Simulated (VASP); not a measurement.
# WF2 (P4_2/mnm) in VASP: notebook

Runs on WF2. Level: PBE. Tasks: single point.

Program: VASP 6.6.1. These are calculated values, not measurements. Logs are shortened: lines on timing, memory, paths and dates and some standing lists are left out, and cuts for length are marked.

## 1. The cell of the first run

The structure is tetragonal, space group P4_2/mnm (No. 136). The conventional cell has a = 5.590 Å, b = 5.590 Å, c = 2.356 Å, α = 90.00°, β = 90.00°, γ = 90.00°. Within 2.6 Å of W (site symmetry mmm) lie 6 F at 1.95 to 2.33 Å and 2 W at 2.36 Å. F (site symmetry m2m) has 3 W at 1.95 to 2.33 Å and 2 F at 2.36 Å within 2.6 Å.

## 2. Single point, PBE, collinear spin

INCAR

```
PREC     = Accurate       # precision mode
ENCUT    = 520            # plane-wave cutoff, eV
EDIFF    = 1E-6           # SCF threshold, eV
ISMEAR   = 0              # smearing method
SIGMA    = 0.1            # smearing width, eV
LREAL    = F              # projectors in reciprocal space
LASPH    = T              # aspherical terms in the spheres
NELM     = 150            # most SCF steps
ALGO     = Normal         # electronic algorithm
ISIF     = 2              # what is computed and relaxed
LWAVE    = F              # write WAVECAR
LCHARG   = T              # write CHGCAR
ISPIN    = 2              # spin polarisation
MAGMOM   = 2.5 2.5 0 0 0 0 # initial moments
LORBIT   = 11             # projections on sites
LMAXMIX  = 4              # l up to which the mixer works
GGA      = PE             # functional
LELF     = T              # ELF
LVHAR    = T            
NBANDS   = 41             # bands
```

KPOINTS

```
Automatic mesh
0
Gamma
  6 6 14
```

POSCAR

```
WF2
1.0
    5.5902915651      0.0000000000      0.0000000000
    0.0000000000      5.5902915651      0.0000000000
    0.0000000000      0.0000000000      2.3555135426
W F
2 4
Direct
    0.0000000000      0.0000000000      0.0000000000
    0.5000000000      0.5000000000      0.5000000000
    0.2463486688      0.2463486688      0.0000000000
    0.7536513312      0.7536513312      0.0000000000
    0.7463486688      0.2536513312      0.5000000000
    0.2536513312      0.7463486688      0.5000000000
```

Potentials or basis: VASP PAW PBE potentials, release 64 (W_sv, F).

Run with:

```sh
$ cat potpaw_PBE.64/W_sv/POTCAR potpaw_PBE.64/F/POTCAR > POTCAR
$ mpirun -np 1 vasp_std > vasp.out
```

OUTCAR:

```text
PREC = Accurate
   ENCUT = 520
   EDIFF = 1E-6
   ISMEAR = 0
   LREAL = F
   LASPH = T
   NELM = 150
   ISIF = 2
   ISPIN = 2
   LORBIT = 11
   GGA = PE

 ion  position               nearest neighbor table
   1  0.000  0.000  0.000-   3 1.95   4 1.95   5 2.33   6 2.33   5 2.33   6 2.33
   2  0.500  0.500  0.500-   5 1.95   6 1.95   3 2.33   4 2.33   3 2.33   4 2.33
   3  0.246  0.246  0.000-   1 1.95   2 2.33   2 2.33
   4  0.754  0.754  0.000-   1 1.95   2 2.33   2 2.33
   5  0.746  0.254  0.500-   2 1.95   1 2.33   1 2.33
   6  0.254  0.746  0.500-   2 1.95   1 2.33   1 2.33

  LATTYP: Found a simple tetragonal cell.
 ALAT       =     5.5902915651
 C/A-ratio  =     0.4213579051

  Lattice vectors:

 A1 = (   5.5902915651,   0.0000000000,   0.0000000000)
 A2 = (   0.0000000000,   5.5902915651,   0.0000000000)
 A3 = (   0.0000000000,   0.0000000000,   2.3555135426)

Analysis of symmetry for initial positions (statically):
=====================================================================
 Subroutine PRICEL returns:
 Original cell was already a primitive cell.

 Routine SETGRP: Setting up the symmetry group for a
 simple tetragonal supercell.

 Subroutine GETGRP returns: Found 16 space group operations
 (whereof  8 operations were pure point group operations)
 out of a pool of 16 trial point group operations.

The static configuration has the point symmetry D_2h.
 The point group associated with its full space group is D_4h.

Analysis of symmetry for dynamics (positions and initial velocities):
=====================================================================
 Subroutine PRICEL returns:
 Original cell was already a primitive cell.

 Routine SETGRP: Setting up the symmetry group for a
 simple tetragonal supercell.

 Subroutine GETGRP returns: Found 16 space group operations
 (whereof  8 operations were pure point group operations)
 out of a pool of 16 trial point group operations.

The dynamic configuration has the point symmetry D_2h.
 The point group associated with its full space group is D_4h.

Analysis of structural, dynamic, and magnetic symmetry:
=====================================================================
 Subroutine PRICEL returns:
 Original cell was already a primitive cell.

 Routine SETGRP: Setting up the symmetry group for a
 simple tetragonal supercell.

 Subroutine GETGRP returns: Found 16 space group operations
 (whereof  8 operations were pure point group operations)
 out of a pool of 16 trial point group operations.

The overall configuration has the point symmetry D_2h.
 The point group associated with its full space group is D_4h.

 Subroutine INISYM returns: Found 16 space group operations
 (whereof  8 operations are pure point group operations),
 and found     1 'primitive' translations

----------------------------------------------------------------------------------------

                                     Primitive cell

  volume of cell :      73.6130

  direct lattice vectors                    reciprocal lattice vectors
     5.590291565  0.000000000  0.000000000     0.178881546  0.000000000  0.000000000
     0.000000000  5.590291565  0.000000000     0.000000000  0.178881546  0.000000000
     0.000000000  0.000000000  2.355513543     0.000000000  0.000000000  0.424535874

  length of vectors
     5.590291565  5.590291565  2.355513543     0.178881546  0.178881546  0.424535874

  position of ions in fractional coordinates (direct lattice)
     0.000000000  0.000000000  0.000000000
     0.500000000  0.500000000  0.500000000
     0.246348669  0.246348669  0.000000000
     0.753651331  0.753651331  0.000000000
     0.746348669  0.253651331  0.500000000
     0.253651331  0.746348669  0.500000000

  ion indices of the primitive-cell ions
   primitive index   ion index
                 1           1
                 2           2
                 3           3
                 4           4
                 5           5
                 6           6

[... 31 lines left out ...]
  0.500000  0.000000  0.000000      2.000000
  0.166667  0.166667  0.000000      4.000000
  0.333333  0.166667  0.000000      8.000000
[... 16 lines left out ...]
  0.333333  0.000000  0.142857      8.000000
  0.500000  0.000000  0.142857      4.000000
 [... further k-points ...]
   k-points           NKPTS =     80   k-points in BZ     NKDIM =     80   number of bands    NBANDS=     41
   number of dos      NEDOS =    301   number of ions     NIONS =      6
   total plane-waves  NPLWV =  31752
   dimension x,y,z NGX =    42 NGY =   42 NGZ =   18
   dimension x,y,z NGXF=    84 NGYF=   84 NGZF=   36
   ions per type =               2   4
   NGX,Y,Z   is equivalent  to a cutoff of  12.49, 12.49, 12.70 a.u.
   NGXF,Y,Z  is equivalent  to a cutoff of  24.98, 24.98, 25.41 a.u.
 SYSTEM =  unknown system
   PREC   = accura    normal or accurate (medium, high low for compatibility)
   ISTART =      0    job   : 0-new  1-cont  2-samecut
   ICHARG =      2    charge: 1-file 2-atom 10-const
   ISPIN  =      2    spin polarized calculation?
   LNONCOLLINEAR =      F non collinear calculations
   LSORBIT =      F    spin-orbit coupling
   LASPH  =      T    aspherical Exc in radial PAW
   ENCUT  =  520.0 eV  38.22 Ry    6.18 a.u.  10.39 10.39  4.38*2*pi/ulx,y,z
   NELM   =    150;   NELMIN=  2; NELMDL= -5     # of ELM steps
   EDIFF  = 0.1E-05   stopping-criterion for ELM
   LREAL  =      F    real-space projection
   EDIFFG = 0.1E-04   stopping-criterion for IOM
   NSW    =      0    number of steps for IOM
   IBRION =     -1    ionic relax: 0-MD 1-quasi-New 2-CG
   NFREE  =      0    steps in history (QN), initial steepest desc. (CG)
   ISIF   =      2    stress and relaxation
   ISYM   =      2    0-nonsym 1-usesym 2-fastsym
   POTIM  = 0.5000    time-step for ionic-motion
   TEBEG  =    0.0;   TEEND  =   0.0 temperature during run
   PSTRESS=    0.0 pullay stress
   NELECT =      56.0000    total number of electrons
   NUPDOWN=      -1.0000    fix difference up-down
   EMIN   =  10.00;   EMAX   =-10.00  energy-range for DOS
   EFERMI =   0.00;   METHOD = LEGACY
   ISMEAR =     0;   SIGMA  =   0.10  broadening in eV -4-tet -1-fermi 0-gaus
   EFERMI_NEDOS =   21; number of points for ismear=-14 and -15
   IALGO  =     38    algorithm
   IMIX   =      4    mixing-type and parameters
     AMIX     =   0.40;   BMIX     =  1.00
     AMIX_MAG =   1.60;   BMIX_MAG =  1.00
  volume/ion in A,a.u.               =      12.27        82.79
  Fermi-wavevector in a.u.,A,eV,Ry     =   1.494466  2.824131 30.387636  2.233428
  Thomas-Fermi vector in A             =   2.606735
   LORBIT       =     11    0 simple, 1 ext, 2 COOP (PROOUT), +10 PAW based schemes
   GGA     = PE    functional components
   LHFCALC =     F    Hartree Fock is set to
   AEXX    =    0.0000 exact exchange contribution
   IVDW    =     0    specifies the selected vdW correction
   LEPSILON=     F    determine dielectric tensor
   LRPA    =     F    only Hartree local field effects (RPA)
 spin polarized calculation
 Gauss-broadening in eV      SIGMA  =   0.10
  energy-cutoff  :      520.00
  volume of cell :       73.61
 maximum number of plane-waves:      2013
 NGX is ok and might be reduce to    42
   NGX = 21   NGY = 21   NGZ =  9

 number of electron      56.0000002 magnetization       0.0012103

 Free energy of the ion-electron system (eV)
  ---------------------------------------------------
  ext. energy  EPLUGINS =         0.00000000
  ---------------------------------------------------
  free energy    TOTEN  =       -37.37093939 eV

  energy without entropy =      -37.35432589  energy(sigma->0) =      -37.36263264

 E-fermi :   7.3432     XC(G=0): -10.9961

 val. band max:        7.3222812624   @ k =   0.3333   0.3333   0.2143
 cond. band min:       7.3488790582   @ k =   0.3333   0.1667   0.0714
 fundamental gap:      0.0265977957
 Fermi energy:         7.3432484062

 spin component 1

 k-point     1 :       0.0000    0.0000    0.0000
  band No.  band energies     occupation
      1     -67.8514      1.00000
      2     -67.8504      1.00000
      3     -32.5591      1.00000
      4     -32.5591      1.00000
      5     -32.4026      1.00000
      6     -32.4026      1.00000
[... 1021 lines left out ...]
     39      16.5364      0.00000
     40      16.5364      0.00000

 [... further k-points ...]

 spin component 2

 k-point     1 :       0.0000    0.0000    0.0000
  band No.  band energies     occupation
      1     -67.8512      1.00000
      2     -67.8502      1.00000
      3     -32.5588      1.00000
      4     -32.5588      1.00000
      5     -32.4022      1.00000
      6     -32.4022      1.00000
[... 1021 lines left out ...]
     39      16.5367      0.00000
     40      16.5367      0.00000

 [... further k-points ...]

 [bands above 40 left out]

------------------------ aborting loop because EDIFF is reached ----------------------------------------

  FORCE on cell =-STRESS in cart. coord.  units (eV):
  Direction    XX          YY          ZZ          XY          YZ          ZX
  --------------------------------------------------------------------------------------
  -------------------------------------------------------------------------------------
  Total       14.2538452     14.2538452     14.3479188      0.0000000      0.0000000      0.0000000
  in kB      310.2330746    310.2330746    312.2805732      0.0000000      0.0000000      0.0000000
  external PRESSURE =     310.9155741 kB  Pullay stress =       0.0000000 kB

 VOLUME and BASIS-vectors are now :
 -----------------------------------------------------------------------------
  energy-cutoff  :      520.00
  volume of cell :       73.61
      direct lattice vectors                 reciprocal lattice vectors
     5.590291565  0.000000000  0.000000000     0.178881546  0.000000000  0.000000000
     0.000000000  5.590291565  0.000000000     0.000000000  0.178881546  0.000000000
     0.000000000  0.000000000  2.355513543     0.000000000  0.000000000  0.424535874

 POSITION                                       TOTAL-FORCE (eV/Angst)
 -----------------------------------------------------------------------------------
      0.00000      0.00000      0.00000         0.000000      0.000000      0.000000
      2.79515      2.79515      1.17776         0.000000      0.000000      0.000000
      1.37716      1.37716      0.00000         0.991654      0.991654      0.000000
      4.21313      4.21313      0.00000        -0.991654     -0.991654     -0.000000
      4.17231      1.41798      1.17776         0.991654     -0.991654      0.000000
      1.41798      4.17231      1.17776        -0.991654      0.991654      0.000000
 -----------------------------------------------------------------------------------
    total drift:                                0.000000     -0.000000      0.000000

  FREE ENERGIE OF THE ION-ELECTRON SYSTEM (eV)
  ---------------------------------------------------
  free  energy   TOTEN  =       -37.3709393930 eV

  energy  without entropy=      -37.3543258867  energy(sigma->0) =      -37.36263264

 total charge

# of ion       s       p       d       tot
------------------------------------------
    1        2.294   6.220   3.738  12.251
    2        2.294   6.220   3.738  12.251
    3        1.745   4.378   0.000   6.123
    4        1.745   4.378   0.000   6.123
    5        1.745   4.378   0.000   6.123
    6        1.745   4.378   0.000   6.123
--------------------------------------------------
tot         11.568  29.950   7.476  48.994

 magnetization (x)

# of ion       s       p       d       tot
------------------------------------------
    1        0.000   0.000   0.000   0.000
    2        0.000   0.000   0.000   0.000
    3        0.000   0.000   0.000   0.000
    4        0.000   0.000   0.000   0.000
    5        0.000   0.000   0.000   0.000
    6        0.000   0.000   0.000   0.000
--------------------------------------------------
tot          0.000   0.000   0.001   0.001
```

Run time: 3.4 min. Hardware: 1 thread of Intel Xeon 6975P-C (Granite Rapids), shared host; peak memory 0.44 GiB.

What came out:

* Free energy: -37.3709 eV
* Pressure: 31.1 GPa
* Largest force: 1.402 eV/Å
* Band gap on the k mesh: zero (filled and empty bands overlap)
* Net moment: 0.00 μB per cell
* Valence electrons inside the program's atomic spheres: W 12.25; F 6.12

Forces in eV/Å, atoms in the order of the input:
```
W    0.000  0.000  0.000
W    0.000  0.000  0.000
F    0.992  0.992  0.000
F   -0.992 -0.992  0.000
F    0.992 -0.992  0.000
F   -0.992  0.992  0.000
```

Stress tensor (GPa, compression positive):
```
31.02  0.00  0.00
 0.00 31.02  0.00
 0.00  0.00 31.23
```

Levels at points of the mesh, in eV from the Fermi level:
Spin up:
| k point | band 25 | band 26 | band 27 | band 28 | band 29 | band 30 | band 31 | band 32 |
| --- | --- | --- | --- | --- | --- | --- | --- | --- |
| (0.00, 0.00, 0.00) | -5.81 | -5.75 | -1.80 | -0.13 | 0.49 | 0.63 | 3.51 | 3.51 |
| (0.50, 0.00, 0.00) | -5.62 | -5.62 | -0.57 | -0.57 | 1.18 | 1.18 | 3.46 | 3.46 |
| (0.50, 0.50, 0.00) | -5.77 | -5.77 | -0.43 | -0.43 | 0.64 | 0.64 | 3.53 | 3.53 |
| (0.00, 0.00, 0.50) | -2.83 | -2.83 | -1.48 | -1.48 | 0.59 | 0.59 | 1.53 | 1.53 |
| (0.50, 0.00, 0.50) | -3.24 | -3.24 | -2.11 | -2.11 | 0.60 | 0.60 | 2.03 | 2.03 |
| (0.50, 0.50, 0.50) | -2.93 | -2.93 | -1.52 | -1.52 | 0.50 | 0.50 | 1.62 | 1.62 |
Spin down:
```
           k point  band 24  band 25  band 26  band 27  band 28  band 29  band 30  band 31  band 32  band 33
(0.00, 0.00, 0.00)    -5.95    -5.81    -5.75    -1.80    -0.13     0.49     0.63     3.51     3.51     4.35
(0.50, 0.00, 0.00)    -6.11    -5.62    -5.62    -0.57    -0.57     1.18     1.18     3.46     3.46     3.82
(0.50, 0.50, 0.00)    -6.02    -5.77    -5.77    -0.43    -0.43     0.64     0.64     3.53     3.53     4.05
(0.00, 0.00, 0.50)    -7.33    -2.83    -2.83    -1.48    -1.48     0.60     0.60     1.53     1.53     5.66
(0.50, 0.00, 0.50)    -7.28    -3.24    -3.24    -2.11    -2.11     0.60     0.60     2.03     2.03     6.65
(0.50, 0.50, 0.50)    -7.23    -2.93    -2.93    -1.52    -1.52     0.50     0.50     1.62     1.62     5.71
```

Caveat: the cell stands under pressure; spin-orbit coupling is left out, which moves the levels of the heavy elements; forces of over 1 eV/Å act on the atoms, so gaps and moduli don't describe the material at rest.

## 3. Single point, PBE, collinear spin

This run uses another cell than the first one, of 16.83 Å³/atom.

INCAR

```
PREC     = Accurate       # precision mode
ENCUT    = 520            # plane-wave cutoff, eV
EDIFF    = 1E-7           # SCF threshold, eV
ISMEAR   = 0              # smearing method
SIGMA    = 0.1            # smearing width, eV
LREAL    = False          # projectors in reciprocal space
LASPH    = True           # aspherical terms in the spheres
NELM     = 150            # most SCF steps
ALGO     = Normal         # electronic algorithm
ISIF     = 2              # what is computed and relaxed
LWAVE    = False          # write WAVECAR
LCHARG   = False          # write CHGCAR
ISPIN    = 2              # spin polarisation
MAGMOM   = 2.5 2.5 0 0 0 0 # initial moments
LORBIT   = 11             # projections on sites
LMAXMIX  = 4              # l up to which the mixer works
GGA      = PE             # functional
NBANDS   = 41             # bands
```

KPOINTS

```
regular mesh
0
Gamma
  6 6 14
```

POSCAR: that of step 2 with these lines changed.

```diff
@@ -2,5 +2,5 @@
 1.0
-    5.5902915651      0.0000000000      0.0000000000
-    0.0000000000      5.5902915651      0.0000000000
-    0.0000000000      0.0000000000      2.3555135426
+    6.2119646844      0.0000000000      0.0000000000
+    0.0000000000      6.2119646844      0.0000000000
+    0.0000000000      0.0000000000      2.6174604257
 W F
```

Potentials or basis: VASP PAW PBE potentials, release 64 (W_sv, F).

Run with:

```sh
$ cat potpaw_PBE.64/W_sv/POTCAR potpaw_PBE.64/F/POTCAR > POTCAR
$ mpirun -np 1 vasp_std > vasp.out
```

Run time: 17 min. Hardware: 1 thread of Oxide Virtual Turin-like, shared host; peak memory 0.51 GiB.

Results (log left out):

| Quantity | Value |
| --- | --- |
| Free energy | -37.8656 eV |
| Pressure | -13.2 GPa |
| Largest force | 0.528 eV/Å |
| Net moment | 2.43 μB per cell |
| Site moments | W +0.97; F +0.02 μB |
| Valence electrons inside the program's atomic spheres | W 11.66; F 6.03 |

Forces on the atoms (eV/Å):
```
W    0.000  0.000  0.000
W    0.000  0.000  0.000
F   -0.373 -0.373  0.000
F    0.373  0.373  0.000
F   -0.373  0.373  0.000
F    0.373 -0.373  0.000
```

Stress tensor (GPa, compression positive):
```
-15.11   0.00   0.00
  0.00 -15.11   0.00
  0.00   0.00  -9.44
```

Levels at points of the mesh, in eV from the Fermi level:
Spin up:
```tsv
k point	band 27	band 28	band 29	band 30	band 31	band 32
(0.00, 0.00, 0.00)	-1.39	-0.41	-0.03	0.01	2.21	2.21
(0.50, 0.00, 0.00)	-0.68	-0.68	0.49	0.49	2.33	2.33
(0.50, 0.50, 0.00)	-0.61	-0.61	-0.04	-0.04	2.21	2.21
(0.00, 0.00, 0.50)	-1.18	-1.18	-0.04	-0.04	0.92	0.92
(0.50, 0.00, 0.50)	-1.61	-1.61	-0.03	-0.03	1.18	1.18
(0.50, 0.50, 0.50)	-1.19	-1.19	-0.08	-0.08	0.98	0.98
```
Spin down:
```
           k point  band 23  band 24  band 25  band 26  band 27  band 28  band 29  band 30
(0.00, 0.00, 0.00)    -4.22    -4.13    -4.02    -3.88     0.18     0.38     0.54     1.39
(0.50, 0.00, 0.00)    -4.12    -4.12    -3.86    -3.86     0.79     0.79     1.11     1.11
(0.50, 0.50, 0.00)    -4.07    -4.07    -4.02    -4.02     0.63     0.63     0.85     0.85
(0.00, 0.00, 0.50)    -4.76    -4.76    -1.30    -1.30    -0.67    -0.67     1.57     1.57
(0.50, 0.00, 0.50)    -4.72    -4.72    -1.50    -1.50    -1.05    -1.05     1.58     1.58
(0.50, 0.50, 0.50)    -4.70    -4.70    -1.35    -1.35    -0.69    -0.69     1.55     1.55
```

Caveat: the cell stands under tension; spin-orbit coupling is left out, which moves the levels of the heavy elements.

(Continued in part 2 of 2.)
